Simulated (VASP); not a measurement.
# K3CO (Pm-3m) in VASP: settings compared

Aim: see how the results for K3CO move with the level of theory and the settings. Levels: PBE, PBE+D3(BJ). Tasks: single point.

Program: VASP 6.6.1. These are calculated values, not measurements. Logs are shortened: lines on timing, memory, paths and dates and some standing lists are left out, and cuts for length are marked.

## Step 1: The cell of the first run

It takes space group Pm-3m (No. 221, cubic). Conventional cell: a = 5.231 Å, b = 5.231 Å, c = 5.231 Å, α = 90.00°, β = 90.00°, γ = 90.00°. K (site symmetry 4/mmm) has 2 O at 2.62 Å within 3.5 Å. Within 4.9 Å of C (site symmetry m-3m) lie 12 K at 3.70 Å and 8 O at 4.53 Å. O (site symmetry m-3m) has 6 K at 2.62 Å within 3.5 Å.

## Step 2: Single point, PBE, collinear spin, ferromagnetic start

File INCAR:

```
SYSTEM = K3CO
PREC = Accurate ; ENCUT = 520
EDIFF = 1E-7 ; ISMEAR = 0
SIGMA = 0.1 ; LREAL = .False.
LASPH = .True. ; NELM = 150
ALGO = Normal ; ISIF = 2
LWAVE = .False. ; LCHARG = .False.
ISPIN = 2 ; MAGMOM = 0 0 0 1 0
LORBIT = 11 ; GGA = PE
NBANDS = 30
```

File KPOINTS:

```
Automatic mesh
0
Gamma
  4 4 4
  0 0 0
```

File POSCAR:

```
K3CO
1.0
    5.2310620000      0.0000000000      0.0000000000
    0.0000000000      5.2310620000      0.0000000000
    0.0000000000      0.0000000000      5.2310620000
K C O
3 1 1
Direct
    0.0000000000      0.0000000000      0.5000000000
    0.0000000000      0.5000000000      0.0000000000
    0.5000000000      0.0000000000      0.0000000000
    0.5000000000      0.5000000000      0.5000000000
    0.0000000000      0.0000000000      0.0000000000
```

Potentials or basis: VASP PAW PBE potentials, release 64 (K_sv, C, O).

The run is started by

```console
> cat potpaw_PBE.64/K_sv/POTCAR potpaw_PBE.64/C/POTCAR potpaw_PBE.64/O/POTCAR > POTCAR
> mpirun -np 1 vasp_std > vasp.out
```

OUTCAR:

```text
SYSTEM = K3CO
   PREC = Accurate
   ENCUT = 520
   EDIFF = 1E-7
   ISMEAR = 0
   LREAL = .False.
   LASPH = .True.
   NELM = 150
   ISIF = 2
   ISPIN = 2
   LORBIT = 11
   GGA = PE

 ion  position               nearest neighbor table
   1  0.000  0.000  0.500-   5 2.62   5 2.62   2 3.70   2 3.70   3 3.70   3 3.70   2 3.70   2 3.70
                             3 3.70   3 3.70
   2  0.000  0.500  0.000-   5 2.62   5 2.62   1 3.70   1 3.70   1 3.70   3 3.70   3 3.70   1 3.70
                             3 3.70   3 3.70
   3  0.500  0.000  0.000-   5 2.62   5 2.62   1 3.70   1 3.70   2 3.70   1 3.70   2 3.70   2 3.70
                             1 3.70   2 3.70
   4  0.500  0.500  0.500-
   5  0.000  0.000  0.000-   1 2.62   2 2.62   3 2.62   1 2.62   2 2.62   3 2.62

  LATTYP: Found a simple cubic cell.
 ALAT       =     5.2310620000

  Lattice vectors:

 A1 = (   5.2310620000,   0.0000000000,   0.0000000000)
 A2 = (   0.0000000000,   5.2310620000,   0.0000000000)
 A3 = (   0.0000000000,   0.0000000000,   5.2310620000)

Analysis of symmetry for initial positions (statically):
=====================================================================
 Subroutine PRICEL returns:
 Original cell was already a primitive cell.

 Routine SETGRP: Setting up the symmetry group for a
 simple cubic supercell.

 Subroutine GETGRP returns: Found 48 space group operations
 (whereof 48 operations were pure point group operations)
 out of a pool of 48 trial point group operations.

The static configuration has the point symmetry O_h .

Analysis of symmetry for dynamics (positions and initial velocities):
=====================================================================
 Subroutine PRICEL returns:
 Original cell was already a primitive cell.

 Routine SETGRP: Setting up the symmetry group for a
 simple cubic supercell.

 Subroutine GETGRP returns: Found 48 space group operations
 (whereof 48 operations were pure point group operations)
 out of a pool of 48 trial point group operations.

The dynamic configuration has the point symmetry O_h .

Analysis of structural, dynamic, and magnetic symmetry:
=====================================================================
 Subroutine PRICEL returns:
 Original cell was already a primitive cell.

 Routine SETGRP: Setting up the symmetry group for a
 simple cubic supercell.

 Subroutine GETGRP returns: Found 48 space group operations
 (whereof 48 operations were pure point group operations)
 out of a pool of 48 trial point group operations.

The overall configuration has the point symmetry O_h .

 Subroutine INISYM returns: Found 48 space group operations
 (whereof 48 operations are pure point group operations),
 and found     1 'primitive' translations

----------------------------------------------------------------------------------------

                                     Primitive cell

  volume of cell :     143.1428

  direct lattice vectors                    reciprocal lattice vectors
     5.231062000  0.000000000  0.000000000     0.191165771  0.000000000  0.000000000
     0.000000000  5.231062000  0.000000000     0.000000000  0.191165771  0.000000000
     0.000000000  0.000000000  5.231062000     0.000000000  0.000000000  0.191165771

  length of vectors
     5.231062000  5.231062000  5.231062000     0.191165771  0.191165771  0.191165771

  position of ions in fractional coordinates (direct lattice)
     0.000000000  0.000000000  0.500000000
     0.000000000  0.500000000  0.000000000
     0.500000000  0.000000000  0.000000000
     0.500000000  0.500000000  0.500000000
     0.000000000  0.000000000  0.000000000

  ion indices of the primitive-cell ions
   primitive index   ion index
                 1           1
                 2           2
                 3           3
                 4           4
                 5           5

----------------------------------------------------------------------------------------

 KPOINTS: Automatic mesh

Automatic generation of k-mesh.
 Grid dimensions read from file:
 generate k-points for:    4    4    4

[... 23 lines left out ...]
  0.250000  0.250000  0.000000     12.000000
  0.500000  0.250000  0.000000     12.000000
  0.500000  0.500000  0.000000      3.000000
  0.250000  0.250000  0.250000      8.000000
  0.500000  0.250000  0.250000     12.000000
  0.500000  0.500000  0.250000      6.000000
  0.500000  0.500000  0.500000      1.000000
   k-points           NKPTS =     10   k-points in BZ     NKDIM =     10   number of bands    NBANDS=     30
   number of dos      NEDOS =    301   number of ions     NIONS =      5
   total plane-waves  NPLWV =  64000
   dimension x,y,z NGX =    40 NGY =   40 NGZ =   40
   dimension x,y,z NGXF=    80 NGYF=   80 NGZF=   80
   ions per type =               3   1   1
   NGX,Y,Z   is equivalent  to a cutoff of  12.71, 12.71, 12.71 a.u.
   NGXF,Y,Z  is equivalent  to a cutoff of  25.42, 25.42, 25.42 a.u.
 SYSTEM =  K3CO
   PREC   = accura    normal or accurate (medium, high low for compatibility)
   ISTART =      0    job   : 0-new  1-cont  2-samecut
   ICHARG =      2    charge: 1-file 2-atom 10-const
   ISPIN  =      2    spin polarized calculation?
   LNONCOLLINEAR =      F non collinear calculations
   LSORBIT =      F    spin-orbit coupling
   LASPH  =      T    aspherical Exc in radial PAW
   ENCUT  =  520.0 eV  38.22 Ry    6.18 a.u.   9.73  9.73  9.73*2*pi/ulx,y,z
   NELM   =    150;   NELMIN=  2; NELMDL= -5     # of ELM steps
   EDIFF  = 0.1E-06   stopping-criterion for ELM
   LREAL  =      F    real-space projection
   EDIFFG = 0.1E-05   stopping-criterion for IOM
   NSW    =      0    number of steps for IOM
   IBRION =     -1    ionic relax: 0-MD 1-quasi-New 2-CG
   NFREE  =      0    steps in history (QN), initial steepest desc. (CG)
   ISIF   =      2    stress and relaxation
   ISYM   =      2    0-nonsym 1-usesym 2-fastsym
   POTIM  = 0.5000    time-step for ionic-motion
   TEBEG  =    0.0;   TEEND  =   0.0 temperature during run
   PSTRESS=    0.0 pullay stress
   NELECT =      37.0000    total number of electrons
   NUPDOWN=      -1.0000    fix difference up-down
   EMIN   =  10.00;   EMAX   =-10.00  energy-range for DOS
   EFERMI =   0.00;   METHOD = LEGACY
   ISMEAR =     0;   SIGMA  =   0.10  broadening in eV -4-tet -1-fermi 0-gaus
   EFERMI_NEDOS =   21; number of points for ismear=-14 and -15
   IALGO  =     38    algorithm
   IMIX   =      4    mixing-type and parameters
     AMIX     =   0.40;   BMIX     =  1.00
     AMIX_MAG =   1.60;   BMIX_MAG =  1.00
  volume/ion in A,a.u.               =      28.63       193.20
  Fermi-wavevector in a.u.,A,eV,Ry     =   1.042843  1.970687 14.796625  1.087521
  Thomas-Fermi vector in A             =   2.177526
   LORBIT       =     11    0 simple, 1 ext, 2 COOP (PROOUT), +10 PAW based schemes
   GGA     = PE    functional components
   LHFCALC =     F    Hartree Fock is set to
   AEXX    =    0.0000 exact exchange contribution
   IVDW    =     0    specifies the selected vdW correction
   LEPSILON=     F    determine dielectric tensor
   LRPA    =     F    only Hartree local field effects (RPA)
 spin polarized calculation
 Gauss-broadening in eV      SIGMA  =   0.10
  energy-cutoff  :      520.00
  volume of cell :      143.14
 maximum number of plane-waves:      3900
 NGX is ok and might be reduce to    40
   NGX = 19   NGY = 19   NGZ = 19

 number of electron      36.9999994 magnetization       2.9999522

 Free energy of the ion-electron system (eV)
  ---------------------------------------------------
  ext. energy  EPLUGINS =         0.00000000
  ---------------------------------------------------
  free energy    TOTEN  =       -15.72076645 eV

  energy without entropy =      -15.72022144  energy(sigma->0) =      -15.72049394

 E-fermi :   0.2426     XC(G=0):  -7.2824

 val. band max:        0.0860927580   @ k =   0.0000   0.0000   0.0000
 cond. band min:       0.3736054948   @ k =   0.5000   0.0000   0.0000
 fundamental gap:      0.2875127367
 Fermi energy:         0.2426199704

 spin component 1

 k-point     1 :       0.0000    0.0000    0.0000
  band No.  band energies     occupation
      1     -29.9697      1.00000
      2     -29.8824      1.00000
      3     -29.8824      1.00000
      4     -14.6782      1.00000
      5     -13.6914      1.00000
      6     -13.6914      1.00000
[... 319 lines left out ...]
     29       6.7831      0.00000
     30       6.7831      0.00000
 Fermi energy:         0.2426199704

 spin component 2

 k-point     1 :       0.0000    0.0000    0.0000
  band No.  band energies     occupation
      1     -29.9553      1.00000
      2     -29.8673      1.00000
      3     -29.8673      1.00000
      4     -14.5183      1.00000
      5     -13.6790      1.00000
      6     -13.6790      1.00000
[... 319 lines left out ...]
     29       6.8516      0.00000
     30       6.8516      0.00000

------------------------ aborting loop because EDIFF is reached ----------------------------------------

  FORCE on cell =-STRESS in cart. coord.  units (eV):
  Direction    XX          YY          ZZ          XY          YZ          ZX
  --------------------------------------------------------------------------------------
  -------------------------------------------------------------------------------------
  Total       -0.0771680     -0.0771680     -0.0771680      0.0000000      0.0000000      0.0000000
  in kB       -0.8637300     -0.8637300     -0.8637300      0.0000000      0.0000000      0.0000000
  external PRESSURE =      -0.8637300 kB  Pullay stress =       0.0000000 kB

 VOLUME and BASIS-vectors are now :
 -----------------------------------------------------------------------------
  energy-cutoff  :      520.00
  volume of cell :      143.14
      direct lattice vectors                 reciprocal lattice vectors
     5.231062000  0.000000000  0.000000000     0.191165771  0.000000000  0.000000000
     0.000000000  5.231062000  0.000000000     0.000000000  0.191165771  0.000000000
     0.000000000  0.000000000  5.231062000     0.000000000  0.000000000  0.191165771

 POSITION                                       TOTAL-FORCE (eV/Angst)
 -----------------------------------------------------------------------------------
      0.00000      0.00000      2.61553         0.000000      0.000000      0.000000
      0.00000      2.61553      0.00000         0.000000      0.000000      0.000000
      2.61553      0.00000      0.00000         0.000000      0.000000      0.000000
      2.61553      2.61553      2.61553         0.000000      0.000000      0.000000
      0.00000      0.00000      0.00000         0.000000      0.000000      0.000000
 -----------------------------------------------------------------------------------
    total drift:                                0.000000      0.000000     -0.000000

  FREE ENERGIE OF THE ION-ELECTRON SYSTEM (eV)
  ---------------------------------------------------
  free  energy   TOTEN  =       -15.7207664465 eV

  energy  without entropy=      -15.7202214427  energy(sigma->0) =      -15.72049394

 total charge

# of ion       s       p       d       tot
------------------------------------------
    1        1.966   5.580   0.042   7.588
    2        1.966   5.580   0.042   7.588
    3        1.966   5.580   0.042   7.588
    4        0.958   1.126   0.000   2.084
    5        1.556   3.352   0.000   4.909
--------------------------------------------------
tot          8.411  21.219   0.126  29.756

 magnetization (x)

# of ion       s       p       d       tot
------------------------------------------
    1        0.001   0.006   0.005   0.011
    2        0.001   0.006   0.005   0.011
    3        0.001   0.006   0.005   0.011
    4        0.046   1.105   0.000   1.150
    5        0.002   0.087   0.000   0.089
--------------------------------------------------
tot          0.049   1.210   0.014   1.274
```

It took 68 s on 1 thread of Intel Xeon Platinum 8375C at 2.90GHz (Ice Lake), shared host; peak memory 0.31 GiB.

Results:

```
Free energy                                           : -15.7208 eV
Pressure                                              : -0.1 GPa
Band gap on the k mesh                                : 0.29 eV, indirect (least direct gap 0.36 eV)
Net moment                                            : 3.00 μB per cell
Site moments                                          : K +0.01; C +1.15; O +0.09 μB
Valence electrons inside the program's atomic spheres : K 7.59; C 2.08; O 4.91
```

A k mesh can miss the band edges.

## Step 3: Single point, PBE+D3(BJ), collinear spin, ferromagnetic start

File INCAR:

```
SYSTEM = K3CO
PREC = Accurate
ENCUT = 520
EDIFF = 1E-6
ISMEAR = 0
SIGMA = 0.1
LREAL = .FALSE.
LASPH = .TRUE.
NELM = 150
ALGO = Normal
ISIF = 2
LWAVE = .FALSE.
LCHARG = .FALSE.
ISPIN = 2
MAGMOM = 0 0 0 2.69 0.12
LORBIT = 11
GGA = PE
IVDW = 12
NBANDS = 30
```

File KPOINTS:

```
regular mesh
0
G
  4 4 4
  0 0 0
```

POSCAR is that of step 2.

Potentials or basis: VASP PAW PBE potentials, release 64 (K_sv, C, O).

The run is started by

```console
> cat potpaw_PBE.64/K_sv/POTCAR potpaw_PBE.64/C/POTCAR potpaw_PBE.64/O/POTCAR > POTCAR
> mpirun -np 1 vasp_std > vasp.out
```

OUTCAR:

```text
SYSTEM = K3CO
   PREC = Accurate
   ENCUT = 520
   EDIFF = 1E-6
   ISMEAR = 0
   LREAL = .FALSE.
   LASPH = .TRUE.
   NELM = 150
   ISIF = 2
   ISPIN = 2
   LORBIT = 11
   GGA = PE
   IVDW = 12
 IVDW          = 12

 ion  position               nearest neighbor table
   1  0.000  0.000  0.500-   5 2.62   5 2.62   2 3.70   2 3.70   3 3.70   3 3.70   2 3.70   2 3.70
                             3 3.70   3 3.70
   2  0.000  0.500  0.000-   5 2.62   5 2.62   1 3.70   1 3.70   1 3.70   3 3.70   3 3.70   1 3.70
                             3 3.70   3 3.70
   3  0.500  0.000  0.000-   5 2.62   5 2.62   1 3.70   1 3.70   2 3.70   1 3.70   2 3.70   2 3.70
                             1 3.70   2 3.70
   4  0.500  0.500  0.500-
   5  0.000  0.000  0.000-   1 2.62   2 2.62   3 2.62   1 2.62   2 2.62   3 2.62

  LATTYP: Found a simple cubic cell.
 ALAT       =     5.2310620000

  Lattice vectors:

 A1 = (   5.2310620000,   0.0000000000,   0.0000000000)
 A2 = (   0.0000000000,   5.2310620000,   0.0000000000)
 A3 = (   0.0000000000,   0.0000000000,   5.2310620000)
[... 861 lines left out ...]
  --------------------------------------------------------------------------------------
  -------------------------------------------------------------------------------------
  Total      -0.86394    -0.86394    -0.86394     0.00000     0.00000    -0.00000
  in kB      -9.66997    -9.66997    -9.66997     0.00000     0.00000    -0.00000
  external pressure =       -9.67 kB  Pullay stress =        0.00 kB

 VOLUME and BASIS-vectors are now :
 -----------------------------------------------------------------------------
  energy-cutoff  :      520.00
  volume of cell :      143.14
      direct lattice vectors                 reciprocal lattice vectors
     5.231062000  0.000000000  0.000000000     0.191165771  0.000000000  0.000000000
     0.000000000  5.231062000  0.000000000     0.000000000  0.191165771  0.000000000
     0.000000000  0.000000000  5.231062000     0.000000000  0.000000000  0.191165771

 POSITION                                       TOTAL-FORCE (eV/Angst)
 -----------------------------------------------------------------------------------
      0.00000      0.00000      2.61553         0.000000      0.000000      0.000000
      0.00000      2.61553      0.00000         0.000000      0.000000      0.000000
      2.61553      0.00000      0.00000         0.000000      0.000000      0.000000
      2.61553      2.61553      2.61553         0.000000      0.000000      0.000000
      0.00000      0.00000      0.00000         0.000000      0.000000      0.000000
 -----------------------------------------------------------------------------------
    total drift:                                0.000000      0.000000     -0.000000

  FREE ENERGIE OF THE ION-ELECTRON SYSTEM (eV)
  ---------------------------------------------------
  free  energy   TOTEN  =       -16.5168378644 eV

  energy  without entropy=      -16.5162937306  energy(sigma->0) =      -16.51656580

 total charge

# of ion       s       p       d       tot
------------------------------------------
    1        1.966   5.580   0.042   7.588
    2        1.966   5.580   0.042   7.588
    3        1.966   5.580   0.042   7.588
    4        0.958   1.126   0.000   2.084
    5        1.556   3.352   0.000   4.909
--------------------------------------------------
tot          8.411  21.219   0.126  29.756

 magnetization (x)

# of ion       s       p       d       tot
------------------------------------------
    1        0.001   0.006   0.005   0.011
    2        0.001   0.006   0.005   0.011
    3        0.001   0.006   0.005   0.011
    4        0.046   1.105   0.000   1.151
    5        0.002   0.087   0.000   0.089
--------------------------------------------------
tot          0.049   1.210   0.014   1.274
```

OSZICAR:

```text
N       E                     dE             d eps       ncg     rms          rms(c)
DAV:   1     0.258168039111E+03    0.25817E+03   -0.16218E+04  1200   0.107E+03
DAV:   2    -0.599206716353E+00   -0.25877E+03   -0.24797E+03  1468   0.319E+02
DAV:   3    -0.211531827259E+02   -0.20554E+02   -0.20459E+02  1816   0.689E+01
DAV:   4    -0.217279045584E+02   -0.57472E+00   -0.57329E+00  1812   0.114E+01
DAV:   5    -0.217496737744E+02   -0.21769E-01   -0.21768E-01  1708   0.162E+00    0.120E+01
DAV:   6    -0.161047693560E+02    0.56449E+01   -0.24663E+01  1346   0.168E+01    0.928E+00
DAV:   7    -0.159082532688E+02    0.19652E+00   -0.17606E+00  1640   0.524E+00    0.578E+00
DAV:   8    -0.156895591265E+02    0.21869E+00   -0.46151E-01  1540   0.393E+00    0.167E+00
DAV:   9    -0.157149898082E+02   -0.25431E-01   -0.73117E-02  1378   0.127E+00    0.642E-01
DAV:  10    -0.157175587127E+02   -0.25689E-02   -0.71618E-03  1590   0.345E-01    0.328E-01
DAV:  11    -0.157198260721E+02   -0.22674E-02   -0.50540E-03  1336   0.297E-01    0.140E-01
DAV:  12    -0.157204785609E+02   -0.65249E-03   -0.76671E-04  1270   0.149E-01    0.707E-02
DAV:  13    -0.157207147647E+02   -0.23620E-03   -0.27032E-04  1316   0.855E-02    0.222E-02
DAV:  14    -0.157207558586E+02   -0.41094E-04   -0.51435E-05  1386   0.386E-02    0.147E-02
DAV:  15    -0.157207649218E+02   -0.90632E-05   -0.21035E-05  1308   0.238E-02    0.627E-03
DAV:  16    -0.157207661691E+02   -0.12473E-05   -0.22826E-06  1376   0.797E-03    0.176E-03
DAV:  17    -0.157207664416E+02   -0.27250E-06   -0.70264E-07  1084   0.445E-03
   1 F= -.16516838E+02 E0= -.16516566E+02  d E =-.544134E-03  mag=     3.0000
```

stdout:

```text
POSCAR found type information on POSCAR K C O
 POSCAR found :  3 types and       5 ions
 scaLAPACK will be used
 LDA part: xc-table for (Slater+PW92), standard interpolation
 POSCAR, INCAR and KPOINTS ok, starting setup
 FFT: planning ... GRIDC
 FFT: planning ... GRID_SOFT
 FFT: planning ... GRID
 WAVECAR not read
 entering main loop
```

Run time: 65 s. Hardware: 1 thread of Intel Xeon Platinum 8375C at 2.90GHz (Ice Lake), shared host; peak memory 0.31 GiB.

What came out:

- Free energy: -16.5168 eV
- Pressure: -1.0 GPa
- Band gap on the k mesh: 0.29 eV, indirect (least direct gap 0.36 eV)
- Net moment: 3.00 μB per cell
- Site moments: K +0.01; C +1.15; O +0.09 μB
- Valence electrons inside the program's atomic spheres: K 7.59; C 2.08; O 4.91
- Dispersion energy per atom: -0.159 eV
